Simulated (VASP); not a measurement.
A run of VASP 6.6.1 is set up as follows.

INCAR

```
PREC = Accurate
ENCUT = 500
EDIFF = 1E-7
ISMEAR = -1
SIGMA = 0.05
LREAL = F
LASPH = T
NELM = 120
ALGO = Normal
ISIF = 3
LWAVE = F
LCHARG = F
GGA = CA
IBRION = 2
NSW = 80
EDIFFG = -0.02
GGA_COMPAT = F
NELMIN = 4
```

KPOINTS

```
regular mesh
0
Gamma
  18 18 18
```

Contents of POSCAR:

```
Pt
1.0
    0.0000000000      1.9600000000      1.9600000000
    1.9600000000      0.0000000000      1.9600000000
    1.9600000000      1.9600000000      0.0000000000
Pt
1
Direct
    0.0000000000      0.0000000000      0.0000000000
```

Potentials or basis: VASP PAW LDA potentials, release 64 (Pt).

Command:

```bash
$ cat potpaw_LDA.64/Pt/POTCAR > POTCAR
$ mpirun -np 1 vasp_std > vasp.out
```

(1) What does it give for the space group after relaxing (to 0.1 Å)?

(2) Predict the relaxed volume.

Results:

(1) Fm-3m (No. 225).

(2) 14.80 Å³/atom.
